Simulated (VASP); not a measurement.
# SrCd in VASP: further runs

The runs below take SrCd through single point, with LDA.

Everything below comes from runs of VASP 6.6.1. Logs are shortened: lines on timing, memory, paths and dates and some standing lists are left out, and cuts for length are marked.

## Step 1: The cell of the first run

Symmetry: R-3m, No. 166, trigonal system. Conventional cell: a = 5.689 Å, b = 5.689 Å, c = 6.864 Å, α = 90.00°, β = 90.00°, γ = 120.00°. Sr (site symmetry -3m) has 8 Cd at 3.43 to 3.48 Å and 6 Sr at 4.00 Å within 4.5 Å. Within 4.5 Å of Cd (site symmetry -3m) lie 8 Sr at 3.43 to 3.48 Å and 6 Cd at 4.00 Å.

## Step 2: Single point, LDA (equal xy, yz and zx shear strains of -1 %)

File INCAR:

```
SYSTEM = SrCd
PREC     = Accurate       ! precision mode
ENCUT    = 520            ! plane-wave cutoff, eV
EDIFF    = 1E-6           ! SCF threshold, eV
ISMEAR   = -1             ! smearing method
SIGMA    = 0.08           ! smearing width, eV
LREAL    = .False.        ! projectors in reciprocal space
LASPH    = .True.         ! aspherical terms in the spheres
NELM     = 60             ! most SCF steps
ALGO     = Normal         ! electronic algorithm
ISIF     = 2              ! what is computed and relaxed
LWAVE    = .False.        ! write WAVECAR
LCHARG   = .True.         ! write CHGCAR
LELF     = .True.         ! ELF
LVHAR    = .True.       
NBANDS   = 18             ! bands
```

File KPOINTS:

```
regular mesh
0
Gamma
  10 10 10
  0 0 0
```

File POSCAR:

```
SrCd
1.0
    4.0030000000     -0.0200150000     -0.0200150000
   -0.0200150000      4.0030000000     -0.0200150000
   -0.0200150000     -0.0200150000      4.0030000000
Sr Cd
1 1
Direct
    0.5000000000      0.5000000000      0.5000000000
    0.0000000000      0.0000000000      0.0000000000
```

Potentials or basis: VASP PAW LDA potentials, release 64 (Sr_sv, Cd).

Command:

```console
$ cat potpaw_LDA.64/Sr_sv/POTCAR potpaw_LDA.64/Cd/POTCAR > POTCAR
$ mpirun -np 1 vasp_std > vasp.out
```

OUTCAR:

```text
SYSTEM = SrCd
   PREC = Accurate
   ENCUT = 520
   EDIFF = 1E-6
   ISMEAR = -1
   LREAL = .False.
   LASPH = .True.
   NELM = 60
   ISIF = 2

 ion  position               nearest neighbor table
   1  0.500  0.500  0.500-   2 3.43   2 3.43   2 3.48   2 3.48   2 3.48   2 3.48   2 3.48   2 3.48

   2  0.000  0.000  0.000-   1 3.43   1 3.43   1 3.48   1 3.48   1 3.48   1 3.48   1 3.48   1 3.48

  LATTYP: Found a trigonal (rhomboedric) cell.
 ALAT       =     4.0031000737
 COS(alpha) =    -0.0099745013

  Lattice vectors:

 A1 = (   4.0030000000,  -0.0200150000,  -0.0200150000)
 A2 = (  -0.0200150000,   4.0030000000,  -0.0200150000)
 A3 = (  -0.0200150000,  -0.0200150000,   4.0030000000)

Analysis of symmetry for initial positions (statically):
=====================================================================
 Subroutine PRICEL returns:
 Original cell was already a primitive cell.

 Routine SETGRP: Setting up the symmetry group for a
 trigonal (rhombohedral) supercell.

 Subroutine GETGRP returns: Found 12 space group operations
 (whereof 12 operations were pure point group operations)
 out of a pool of 12 trial point group operations.

The static configuration has the point symmetry D_3d.

Analysis of symmetry for dynamics (positions and initial velocities):
=====================================================================
 Subroutine PRICEL returns:
 Original cell was already a primitive cell.

 Routine SETGRP: Setting up the symmetry group for a
 trigonal (rhombohedral) supercell.

 Subroutine GETGRP returns: Found 12 space group operations
 (whereof 12 operations were pure point group operations)
 out of a pool of 12 trial point group operations.

The dynamic configuration has the point symmetry D_3d.

 Subroutine INISYM returns: Found 12 space group operations
 (whereof 12 operations are pure point group operations),
 and found     1 'primitive' translations

----------------------------------------------------------------------------------------

                                     Primitive cell

  volume of cell :      64.1393

  direct lattice vectors                    reciprocal lattice vectors
     4.003000000 -0.020015000 -0.020015000     0.249825195  0.001255403  0.001255403
    -0.020015000  4.003000000 -0.020015000     0.001255403  0.249825195  0.001255403
    -0.020015000 -0.020015000  4.003000000     0.001255403  0.001255403  0.249825195

  length of vectors
     4.003100074  4.003100074  4.003100074     0.249831503  0.249831503  0.249831503

[... 80 lines left out ...]
   EDIFF  = 0.1E-05   stopping-criterion for ELM
   LREAL  =      F    real-space projection
   EDIFFG = 0.1E-04   stopping-criterion for IOM
   NSW    =      0    number of steps for IOM
   IBRION =     -1    ionic relax: 0-MD 1-quasi-New 2-CG
   NFREE  =      0    steps in history (QN), initial steepest desc. (CG)
   ISIF   =      2    stress and relaxation
   ISYM   =      2    0-nonsym 1-usesym 2-fastsym
   POTIM  = 0.5000    time-step for ionic-motion
   TEBEG  =    0.0;   TEEND  =   0.0 temperature during run
   PSTRESS=    0.0 pullay stress
   NELECT =      22.0000    total number of electrons
   NUPDOWN=      -1.0000    fix difference up-down
   EMIN   =  10.00;   EMAX   =-10.00  energy-range for DOS
   EFERMI =   0.00;   METHOD = LEGACY
   ISMEAR =    -1;   SIGMA  =   0.08  broadening in eV -4-tet -1-fermi 0-gaus
   EFERMI_NEDOS =   21; number of points for ismear=-14 and -15
   IALGO  =     38    algorithm
   IMIX   =      4    mixing-type and parameters
     AMIX     =   0.40;   BMIX     =  1.00
     AMIX_MAG =   1.60;   BMIX_MAG =  1.00
  volume/ion in A,a.u.               =      32.07       216.42
  Fermi-wavevector in a.u.,A,eV,Ry     =   1.145973  2.165575 17.867905  1.313254
  Thomas-Fermi vector in A             =   2.282659
   LORBIT       =      0    0 simple, 1 ext, 2 COOP (PROOUT), +10 PAW based schemes
   GGA     = CA    functional components
   LHFCALC =     F    Hartree Fock is set to
   AEXX    =    0.0000 exact exchange contribution
   IVDW    =     0    specifies the selected vdW correction
   LEPSILON=     F    determine dielectric tensor
   LRPA    =     F    only Hartree local field effects (RPA)
 non-spin polarized calculation
  energy-cutoff  :      520.00
  volume of cell :       64.14
 maximum number of plane-waves:      1751
 NGX is ok and might be reduce to    30
   NGX = 15   NGY = 15   NGZ = 15

 number of electron      21.9999999 magnetization

 Free energy of the ion-electron system (eV)
  ---------------------------------------------------
  ext. energy  EPLUGINS =         0.00000000
  ---------------------------------------------------
  free energy    TOTEN  =        -4.10012268 eV

  energy without entropy =       -4.07380419  energy(sigma->0) =       -4.08696344

 E-fermi :   2.0665     XC(G=0):  -9.4363

 val. band max:        2.0636691471   @ k =   0.5000   0.3000   0.3000
 cond. band min:       2.0716870935   @ k =  -0.3000   0.5000   0.3000
 fundamental gap:      0.0080179464
 Fermi energy:         2.0665152654

 k-point     1 :       0.0000    0.0000    0.0000
  band No.  band energies     occupation
      1     -33.5215      2.00000
      2     -15.5622      2.00000
      3     -15.5566      2.00000
      4     -15.5566      2.00000
      5      -6.5557      2.00000
      6      -6.5557      2.00000
[... 481 lines left out ...]
      5      -6.5123      2.00000
      6      -6.4810      2.00000
[... 10 lines left out ...]
     17       7.9352      0.00000
     18       9.3478      0.00000

 [... further k-points ...]

------------------------ aborting loop because EDIFF is reached ----------------------------------------

  FORCE on cell =-STRESS in cart. coord.  units (eV):
  Direction    XX          YY          ZZ          XY          YZ          ZX
  --------------------------------------------------------------------------------------
  -------------------------------------------------------------------------------------
  Total       -0.7787183     -0.7787183     -0.7787183      0.0826810      0.0826810      0.0826810
  in kB      -19.4521169    -19.4521169    -19.4521169      2.0653423      2.0653423      2.0653423
  external PRESSURE =     -19.4521169 kB  Pullay stress =       0.0000000 kB

 VOLUME and BASIS-vectors are now :
 -----------------------------------------------------------------------------
  energy-cutoff  :      520.00
  volume of cell :       64.14
      direct lattice vectors                 reciprocal lattice vectors
     4.003000000 -0.020015000 -0.020015000     0.249825195  0.001255403  0.001255403
    -0.020015000  4.003000000 -0.020015000     0.001255403  0.249825195  0.001255403
    -0.020015000 -0.020015000  4.003000000     0.001255403  0.001255403  0.249825195

 POSITION                                       TOTAL-FORCE (eV/Angst)
 -----------------------------------------------------------------------------------
      1.98149      1.98149      1.98149         0.000000     -0.000000      0.000000
      0.00000      0.00000      0.00000        -0.000000      0.000000      0.000000
 -----------------------------------------------------------------------------------
    total drift:                                0.000000      0.000000     -0.000000

  FREE ENERGIE OF THE ION-ELECTRON SYSTEM (eV)
  ---------------------------------------------------
  free  energy   TOTEN  =        -4.1001226825 eV

  energy  without entropy=       -4.0738041891  energy(sigma->0) =       -4.08696344
```

stdout:

```text
POSCAR found type information on POSCAR SrCd
 POSCAR found :  2 types and       2 ions
 scaLAPACK will be used
 LDA part: xc-table for (Slater(with rela. corr.)+CA(PZ))
 , standard interpolation
 POSCAR, INCAR and KPOINTS ok, starting setup
 FFT: planning ... GRIDC
 FFT: planning ... GRID_SOFT
 FFT: planning ... GRID
 WAVECAR not read
 entering main loop
```

It took 1.7 min on 1 thread of AMD EPYC 7R43 (Zen 3), shared host; peak memory 0.22 GiB.

Results:

| Item | Value |
| --- | --- |
| Free energy | -4.1001 eV |
| Pressure | -1.9 GPa |
| Band gap on the k mesh | zero (band 11 reaches 3.39 eV, above the bottom of band 12 at 1.26 eV) |

Stress tensor (GPa, compression positive):
```
-1.95  0.21  0.21
 0.21 -1.95  0.21
 0.21  0.21 -1.95
```

Caveat: the cell differs from its parent crystal (equal xy, yz and zx shear strains of -1 %).

## Step 3: Single point, LDA (equal xy, yz and zx shear strains of +1 %)

File INCAR:

```
PREC     = Accurate       # precision mode
ENCUT    = 520            # plane-wave cutoff, eV
EDIFF    = 1E-6           # SCF threshold, eV
ISMEAR   = -1             # smearing method
SIGMA    = 0.08           # smearing width, eV
LREAL    = F              # projectors in reciprocal space
LASPH    = T              # aspherical terms in the spheres
NELM     = 80             # most SCF steps
ALGO     = Normal         # electronic algorithm
ISIF     = 2              # what is computed and relaxed
LWAVE    = F              # write WAVECAR
LCHARG   = F              # write CHGCAR
NBANDS   = 18             # bands
```

File KPOINTS:

```
regular mesh
0
Gamma
  10 10 10
```

File POSCAR:

```
SrCd
1.0
    4.0030000000      0.0200150000      0.0200150000
    0.0200150000      4.0030000000      0.0200150000
    0.0200150000      0.0200150000      4.0030000000
Sr Cd
1 1
Direct
    0.5000000000      0.5000000000      0.5000000000
    0.0000000000      0.0000000000      0.0000000000
```

Potentials or basis: VASP PAW LDA potentials, release 64 (Sr_sv, Cd).

Command:

```console
$ cat potpaw_LDA.64/Sr_sv/POTCAR potpaw_LDA.64/Cd/POTCAR > POTCAR
$ mpirun -np 1 vasp_std > vasp.out
```

OUTCAR:

```text
PREC = Accurate
   ENCUT = 520
   EDIFF = 1E-6
   ISMEAR = -1
   LREAL = F
   LASPH = T
   NELM = 80
   ISIF = 2

 ion  position               nearest neighbor table
   1  0.500  0.500  0.500-   2 3.46   2 3.46   2 3.46   2 3.46   2 3.46   2 3.46   2 3.50   2 3.50

   2  0.000  0.000  0.000-   1 3.46   1 3.46   1 3.46   1 3.46   1 3.46   1 3.46   1 3.50   1 3.50

  LATTYP: Found a trigonal (rhomboedric) cell.
 ALAT       =     4.0031000737
 COS(alpha) =     0.0100244988

[... 692 lines left out ...]

------------------------ aborting loop because EDIFF is reached ----------------------------------------

  FORCE on cell =-STRESS in cart. coord.  units (eV):
  Direction    XX          YY          ZZ          XY          YZ          ZX
  --------------------------------------------------------------------------------------
  -------------------------------------------------------------------------------------
  Total       -0.7786180     -0.7786180     -0.7786180     -0.0776061     -0.0776061     -0.0776061
  in kB      -19.4496015    -19.4496015    -19.4496015     -1.9385721     -1.9385721     -1.9385721
  external PRESSURE =     -19.4496015 kB  Pullay stress =       0.0000000 kB

 VOLUME and BASIS-vectors are now :
 -----------------------------------------------------------------------------
  energy-cutoff  :      520.00
  volume of cell :       64.14
      direct lattice vectors                 reciprocal lattice vectors
     4.003000000  0.020015000  0.020015000     0.249825070 -0.001242911 -0.001242911
     0.020015000  4.003000000  0.020015000    -0.001242911  0.249825070 -0.001242911
     0.020015000  0.020015000  4.003000000    -0.001242911 -0.001242911  0.249825070

 POSITION                                       TOTAL-FORCE (eV/Angst)
 -----------------------------------------------------------------------------------
      2.02151      2.02151      2.02151        -0.000000     -0.000000      0.000000
      0.00000      0.00000      0.00000         0.000000      0.000000      0.000000
 -----------------------------------------------------------------------------------
    total drift:                                0.000000      0.000000     -0.000000

  FREE ENERGIE OF THE ION-ELECTRON SYSTEM (eV)
  ---------------------------------------------------
  free  energy   TOTEN  =        -4.1001814930 eV

  energy  without entropy=       -4.0738585573  energy(sigma->0) =       -4.08702003
```

Run time: 98 s. Hardware: 1 thread of AMD EPYC 7R43 (Zen 3), shared host; peak memory 0.21 GiB.

What came out:

* Free energy: -4.1002 eV
* Pressure: -1.9 GPa
* Band gap on the k mesh: zero (band 11 reaches 3.39 eV, above the bottom of band 12 at 1.29 eV)

Caveat: the cell differs from its parent crystal (equal xy, yz and zx shear strains of +1 %).

[end of part 1 of 2]
